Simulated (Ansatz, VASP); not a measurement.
One calculation of Ir, two programs

Contents of INCAR:

```
SYSTEM = Ir
PREC = Accurate ; ENCUT = 520
EDIFF = 1E-7 ; ISMEAR = 0
SIGMA = 0.15 ; LREAL = .FALSE.
LASPH = .TRUE. ; NELM = 60
ALGO = Fast ; ISIF = 2
LWAVE = .FALSE. ; LCHARG = .FALSE.
GGA = CA ; NBANDS = 10
```

KPOINTS

```
Automatic mesh
0
G
  22 22 22
  0 0 0
```

File POSCAR:

```
Ir
1.0
   -0.0191970000      1.9197000000      1.9197000000
    1.9197000000     -0.0191970000      1.9197000000
    1.9005030000      1.9005030000      0.0000000000
Ir
1
Direct
    0.0000000000      0.0000000000      0.0000000000
```

Input for Ansatz:

```yaml
crystal:
  lattice:
    - [-0.019197, 1.9197, 1.9197]
    - [1.9197, -0.019197, 1.9197]
    - [1.900503, 1.900503, 0.0]
  atoms:
    - { symbol: Ir, position: [0.0, 0.0, 0.0] }
basis:
  ecutwfc: 420
kpoints:
  mp_grid: { grid: [22, 22, 22] }
hamiltonian:
  xc: lda
scf:
  occupations: { method: gaussian, width: 0.15 }
output:
  forces: true
  stress: true
  eigenvalues: true
```

Change from the starting cell: strain -0.0200 x Voigt [0, 0, 0, 0, 0, 1], atoms carried along.

Alike in both runs: task single point; functional LDA; k mesh 22 × 22 × 22; occupations gaussian, width 0.15 eV; no spin polarisation.

```csv
,VASP,Ansatz
version,VASP 6.6.1,Ansatz 0.2.0
potentials or method,"VASP PAW LDA potentials, release 64 (Ir), cutoff 520 eV","scalar-relativistic, plane waves, PAW"
valence electrons in the cell,9,17
```

|  | VASP | Ansatz | Ansatz less VASP |
| --- | --- | --- | --- |
| gap on the k mesh at the Fermi level (eV) | none | none | - |
| pressure (GPa) | -5.8 | -8.2 | -2.37 |
| traceless stress, the component that is largest in VASP (GPa) | 5.38 | 5.33 | -0.044 |

LDA's correlation is that of Perdew and Zunger in VASP and of Perdew and Wang (1992) in Ansatz. A gap of «none» marks a metal or a gap that the smearing closes. VASP's potentials hold 9 valence electrons a cell and Ansatz's 17, so a difference there can come from the potentials and not from the codes.

Neither program's run includes spin-orbit coupling.
